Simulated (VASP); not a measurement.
# Li (P2_13) in VASP: further runs

Runs on Li. Level: PBEsol. Tasks: single point.

All numbers are computed with VASP 6.6.1; they aren't measurements. Logs are shortened: lines on timing, memory, paths and dates and some standing lists are left out, and cuts for length are marked.

**1. The cell of the first run**

The structure is cubic, space group P2_13 (No. 198). The conventional cell has a = 4.454 Å, b = 4.454 Å, c = 4.454 Å, α = 90.00°, β = 90.00°, γ = 90.00°. Li (site symmetry 3) has 6 Li at 2.73 Å within 3.6 Å.

**2. Single point, PBEsol**

Input file INCAR:

```
PREC = Accurate ; ENCUT = 750
EDIFF = 1E-6 ; ISMEAR = 0
SIGMA = 0.1 ; LREAL = F
LASPH = T ; NELM = 120
ALGO = Normal ; ISIF = 2
LWAVE = F ; LCHARG = T
GGA = PS ; LELF = T
LVHAR = T ; NBANDS = 14
GGA_COMPAT = F
```

Input file KPOINTS:

```
regular mesh
0
Gamma
  2 2 2
```

Input file POSCAR:

```
Li
1.0
    4.4544403300      0.0000000000      0.0000000000
    0.0000000000      4.4544403300      0.0000000000
    0.0000000000      0.0000000000      4.4544403300
Li
4
Direct
    0.8745680000      0.1254320000      0.6254320000
    0.3745680000      0.3745680000      0.3745680000
    0.1254320000      0.6254320000      0.8745680000
    0.6254320000      0.8745680000      0.1254320000
```

Potentials or basis: VASP PAW PBE potentials, release 64 (Li_sv).

Started as:

```sh
$ cat potpaw_PBE.64/Li_sv/POTCAR > POTCAR
$ mpirun -np 1 vasp_std > vasp.out
```

OUTCAR:

```text
PREC = Accurate
   ENCUT = 750
   EDIFF = 1E-6
   ISMEAR = 0
   LREAL = F
   LASPH = T
   NELM = 120
   ISIF = 2
   GGA = PS

 ion  position               nearest neighbor table
   1  0.875  0.125  0.625-
   2  0.375  0.375  0.375-
   3  0.125  0.625  0.875-
   4  0.625  0.875  0.125-

  LATTYP: Found a simple cubic cell.
 ALAT       =     4.4544403300

  Lattice vectors:

 A1 = (   4.4544403300,   0.0000000000,   0.0000000000)
 A2 = (   0.0000000000,   4.4544403300,   0.0000000000)
 A3 = (   0.0000000000,   0.0000000000,   4.4544403300)

Analysis of symmetry for initial positions (statically):
=====================================================================
 Subroutine PRICEL returns:
 Original cell was already a primitive cell.

 Routine SETGRP: Setting up the symmetry group for a
 simple cubic supercell.

 Subroutine GETGRP returns: Found 12 space group operations
 (whereof  3 operations were pure point group operations)
 out of a pool of 48 trial point group operations.

The static configuration has the point symmetry C_3 .
 The point group associated with its full space group is T   .

Analysis of symmetry for dynamics (positions and initial velocities):
=====================================================================
 Subroutine PRICEL returns:
 Original cell was already a primitive cell.

 Routine SETGRP: Setting up the symmetry group for a
 simple cubic supercell.

 Subroutine GETGRP returns: Found 12 space group operations
 (whereof  3 operations were pure point group operations)
 out of a pool of 48 trial point group operations.

The dynamic configuration has the point symmetry C_3 .
 The point group associated with its full space group is T   .

 Subroutine INISYM returns: Found 12 space group operations
 (whereof  3 operations are pure point group operations),
 and found     1 'primitive' translations

----------------------------------------------------------------------------------------

                                     Primitive cell

  volume of cell :      88.3852

  direct lattice vectors                    reciprocal lattice vectors
     4.454440330  0.000000000  0.000000000     0.224495094  0.000000000  0.000000000
     0.000000000  4.454440330  0.000000000     0.000000000  0.224495094  0.000000000
     0.000000000  0.000000000  4.454440330     0.000000000  0.000000000  0.224495094

  length of vectors
     4.454440330  4.454440330  4.454440330     0.224495094  0.224495094  0.224495094

  position of ions in fractional coordinates (direct lattice)
     0.874568000  0.125432000  0.625432000
     0.374568000  0.374568000  0.374568000
     0.125432000  0.625432000  0.874568000
     0.625432000  0.874568000  0.125432000

  ion indices of the primitive-cell ions
   primitive index   ion index
                 1           1
                 2           2
                 3           3
                 4           4

----------------------------------------------------------------------------------------

 KPOINTS: regular mesh

Automatic generation of k-mesh.
 Grid dimensions read from file:
 generate k-points for:    2    2    2

 Generating k-lattice:

  Cartesian coordinates                     Fractional coordinates (reciprocal lattice)
     0.112247547  0.000000000  0.000000000     0.500000000  0.000000000  0.000000000
     0.000000000  0.112247547  0.000000000     0.000000000  0.500000000  0.000000000
     0.000000000  0.000000000  0.112247547     0.000000000  0.000000000  0.500000000

  Length of vectors
     0.112247547  0.112247547  0.112247547

  Shift w.r.t. Gamma in fractional coordinates (k-lattice)
     0.000000000  0.000000000  0.000000000

 Subroutine IBZKPT returns following result:
 ===========================================

 Found      4 irreducible k-points:

 Following reciprocal coordinates:
            Coordinates               Weight
  0.000000  0.000000  0.000000      1.000000
  0.500000  0.000000  0.000000      3.000000
  0.500000  0.500000  0.000000      3.000000
  0.500000  0.500000  0.500000      1.000000
   k-points           NKPTS =      4   k-points in BZ     NKDIM =      4   number of bands    NBANDS=     14
   number of dos      NEDOS =    301   number of ions     NIONS =      4
   total plane-waves  NPLWV =  64000
   dimension x,y,z NGX =    40 NGY =   40 NGZ =   40
   dimension x,y,z NGXF=    80 NGYF=   80 NGZF=   80
   ions per type =               4
   NGX,Y,Z   is equivalent  to a cutoff of  14.93, 14.93, 14.93 a.u.
   NGXF,Y,Z  is equivalent  to a cutoff of  29.86, 29.86, 29.86 a.u.
 SYSTEM =  unknown system
   PREC   = accura    normal or accurate (medium, high low for compatibility)
   ISTART =      0    job   : 0-new  1-cont  2-samecut
   ICHARG =      2    charge: 1-file 2-atom 10-const
   ISPIN  =      1    spin polarized calculation?
   LNONCOLLINEAR =      F non collinear calculations
   LSORBIT =      F    spin-orbit coupling
   LASPH  =      T    aspherical Exc in radial PAW
   ENCUT  =  750.0 eV  55.12 Ry    7.42 a.u.   9.95  9.95  9.95*2*pi/ulx,y,z
   NELM   =    120;   NELMIN=  2; NELMDL= -5     # of ELM steps
   EDIFF  = 0.1E-05   stopping-criterion for ELM
   LREAL  =      F    real-space projection
   EDIFFG = 0.1E-04   stopping-criterion for IOM
   NSW    =      0    number of steps for IOM
   IBRION =     -1    ionic relax: 0-MD 1-quasi-New 2-CG
   NFREE  =      0    steps in history (QN), initial steepest desc. (CG)
   ISIF   =      2    stress and relaxation
   ISYM   =      2    0-nonsym 1-usesym 2-fastsym
   POTIM  = 0.5000    time-step for ionic-motion
   TEBEG  =    0.0;   TEEND  =   0.0 temperature during run
   PSTRESS=    0.0 pullay stress
   NELECT =      12.0000    total number of electrons
   NUPDOWN=      -1.0000    fix difference up-down
   EMIN   =  10.00;   EMAX   =-10.00  energy-range for DOS
   EFERMI =   0.00;   METHOD = LEGACY
   ISMEAR =     0;   SIGMA  =   0.10  broadening in eV -4-tet -1-fermi 0-gaus
   EFERMI_NEDOS =   21; number of points for ismear=-14 and -15
   IALGO  =     38    algorithm
   IMIX   =      4    mixing-type and parameters
     AMIX     =   0.40;   BMIX     =  1.00
     AMIX_MAG =   1.60;   BMIX_MAG =  1.00
  volume/ion in A,a.u.               =      22.10       149.11
  Fermi-wavevector in a.u.,A,eV,Ry     =   0.841412  1.590038  9.632576  0.707974
  Thomas-Fermi vector in A             =   1.955952
   LORBIT       =      0    0 simple, 1 ext, 2 COOP (PROOUT), +10 PAW based schemes
   GGA     = PS    functional components
   LHFCALC =     F    Hartree Fock is set to
   AEXX    =    0.0000 exact exchange contribution
   IVDW    =     0    specifies the selected vdW correction
   LEPSILON=     F    determine dielectric tensor
   LRPA    =     F    only Hartree local field effects (RPA)
 non-spin polarized calculation
 Gauss-broadening in eV      SIGMA  =   0.10
  energy-cutoff  :      750.00
  volume of cell :       88.39
 maximum number of plane-waves:      4224
 NGX is ok and might be reduce to    40
   NGX = 19   NGY = 19   NGZ = 19

 number of electron      11.9999976 magnetization

 Free energy of the ion-electron system (eV)
  ---------------------------------------------------
  ext. energy  EPLUGINS =         0.00000000
  ---------------------------------------------------
  free energy    TOTEN  =        -6.73710341 eV

  energy without entropy =       -6.69478907  energy(sigma->0) =       -6.71594624

 E-fermi :   0.3164     XC(G=0):  -6.8020

 val. band max:       -0.5110378388   @ k =   0.5000   0.5000   0.0000
 cond. band min:       0.3163795318   @ k =   0.5000   0.5000   0.0000
 fundamental gap:      0.8274173706
 Fermi energy:         0.3163794954

 k-point     1 :       0.0000    0.0000    0.0000
  band No.  band energies     occupation
      1     -46.0173      2.00000
      2     -45.9743      2.00000
      3     -45.9743      2.00000
      4     -45.9743      2.00000
      5      -3.0170      2.00000
      6       2.6903      0.00000
      7       2.6903      0.00000
      8       2.6903      0.00000
      9       2.8621      0.00000
     10       2.8621      0.00000
     11       2.8621      0.00000
     12       8.4627      0.00000
     13       8.4627      0.00000
     14       8.8103      0.00000

 k-point     2 :       0.5000    0.0000    0.0000
  band No.  band energies     occupation
      1     -46.0001      2.00000
      2     -46.0001      2.00000
      3     -45.9700      2.00000
      4     -45.9700      2.00000
      5      -1.5728      2.00000
      6      -1.5728      2.00000
      7       2.9143      0.00000
      8       2.9143      0.00000
      9       3.9561      0.00000
     10       3.9561      0.00000
     11       5.4332      0.00000
     12       5.4332      0.00000
     13       6.3814      0.00000
     14       6.3814      0.00000

 k-point     3 :       0.5000    0.5000    0.0000
  band No.  band energies     occupation
      1     -45.9956      2.00000
      2     -45.9956      2.00000
      3     -45.9745      2.00000
      4     -45.9745      2.00000
      5      -0.5110      2.00000
      6      -0.5110      2.00000
      7       0.3164      1.00000
      8       0.3164      1.00000
      9       4.4190      0.00000
     10       4.4190      0.00000
     11       5.5763      0.00000
     12       5.5763      0.00000
     13       7.4150      0.00000
     14       7.4150      0.00000

 k-point     4 :       0.5000    0.5000    0.5000
  band No.  band energies     occupation
      1     -45.9850      2.00000
      2     -45.9850      2.00000
      3     -45.9850      2.00000
      4     -45.9850      2.00000
      5       0.6684      0.00000
      6       0.6684      0.00000
      7       0.6684      0.00000
      8       0.6684      0.00000
      9       2.3500      0.00000
     10       2.3500      0.00000
     11       2.3500      0.00000
     12       2.3500      0.00000
     13      12.4372      0.00000
     14      12.4372      0.00000

------------------------ aborting loop because EDIFF is reached ----------------------------------------

  FORCE on cell =-STRESS in cart. coord.  units (eV):
  Direction    XX          YY          ZZ          XY          YZ          ZX
  --------------------------------------------------------------------------------------
  -------------------------------------------------------------------------------------
  Total        0.2444576      0.2444576      0.2444576      0.0000000      0.0000000      0.0000000
  in kB        4.4313364      4.4313364      4.4313364      0.0000000      0.0000000      0.0000000
  external PRESSURE =       4.4313364 kB  Pullay stress =       0.0000000 kB

 VOLUME and BASIS-vectors are now :
 -----------------------------------------------------------------------------
  energy-cutoff  :      750.00
  volume of cell :       88.39
      direct lattice vectors                 reciprocal lattice vectors
     4.454440330  0.000000000  0.000000000     0.224495094  0.000000000  0.000000000
     0.000000000  4.454440330  0.000000000     0.000000000  0.224495094  0.000000000
     0.000000000  0.000000000  4.454440330     0.000000000  0.000000000  0.224495094

 POSITION                                       TOTAL-FORCE (eV/Angst)
 -----------------------------------------------------------------------------------
      3.89571      0.55873      2.78595        -0.002742      0.002742      0.002742
      1.66849      1.66849      1.66849        -0.002742     -0.002742     -0.002742
      0.55873      2.78595      3.89571         0.002742      0.002742     -0.002742
      2.78595      3.89571      0.55873         0.002742     -0.002742      0.002742
 -----------------------------------------------------------------------------------
    total drift:                                0.000000     -0.000000      0.000000

  FREE ENERGIE OF THE ION-ELECTRON SYSTEM (eV)
  ---------------------------------------------------
  free  energy   TOTEN  =        -6.7371034096 eV

  energy  without entropy=       -6.6947890737  energy(sigma->0) =       -6.71594624
```

Wall time 15 s (1 thread of Intel Xeon 8259CL, shared host); peak memory 0.22 GiB.

What came out:

| Quantity | Value |
| --- | --- |
| Free energy | -6.7371 eV |
| Pressure | 0.4 GPa |
| Largest force | 0.005 eV/Å |
| Band gap on the k mesh | zero (band 6 reaches 2.69 eV, above the bottom of band 7 at 0.32 eV) |

Forces in eV/Å, atoms in the order of the input:
```
Li  -0.003  0.003  0.003
Li  -0.003 -0.003 -0.003
Li   0.003  0.003 -0.003
Li   0.003 -0.003  0.003
```

Caveat: the k points lie up to 0.71 Å⁻¹ apart; the PAW data sets were made with another functional, which shifts forces and pressure a little.

**3. Single point, PBEsol**

Input file INCAR:

```
PREC     = Accurate       # precision mode
ENCUT    = 750            # plane-wave cutoff, eV
EDIFF    = 1E-6           # SCF threshold, eV
ISMEAR   = 0              # smearing method
SIGMA    = 0.1            # smearing width, eV
LREAL    = False          # projectors in reciprocal space
LASPH    = True           # aspherical terms in the spheres
NELM     = 120            # most SCF steps
ALGO     = Normal         # electronic algorithm
ISIF     = 2              # what is computed and relaxed
LWAVE    = False          # write WAVECAR
LCHARG   = False          # write CHGCAR
GGA      = PS             # functional
NBANDS   = 14             # bands
GGA_COMPAT= False
```

Input file KPOINTS:

```
Automatic mesh
0
Gamma
  3 3 3
```

POSCAR is that of step 2.

Potentials or basis: VASP PAW PBE potentials, release 64 (Li_sv).

Started as:

```sh
$ cat potpaw_PBE.64/Li_sv/POTCAR > POTCAR
$ mpirun -np 1 vasp_std > vasp.out
```

Run time: 11 s. Hardware: 1 thread of Intel Xeon 8259CL, shared host; peak memory 0.22 GiB.

The run converged. Its results:

- Free energy: -6.6281 eV
- Pressure: -0.6 GPa
- Largest force: 0.004 eV/Å
- Band gap on the k mesh: zero (band 6 reaches 2.68 eV, above the bottom of band 7 at 0.58 eV)

Forces in eV/Å, atoms in the order of the input:
```
Li  -0.002  0.002  0.002
Li  -0.002 -0.002 -0.002
Li   0.002  0.002 -0.002
Li   0.002 -0.002  0.002
```

Levels at points of the mesh, in eV from the Fermi level:
```tsv
k point	band 4	band 5	band 6	band 7	band 8	band 9
(0.00, 0.00, 0.00)	-46.60	-3.51	2.19	2.19	2.19	2.37
```

Caveat: the k points lie up to 0.47 Å⁻¹ apart; the PAW data sets were made with another functional, which shifts forces and pressure a little.
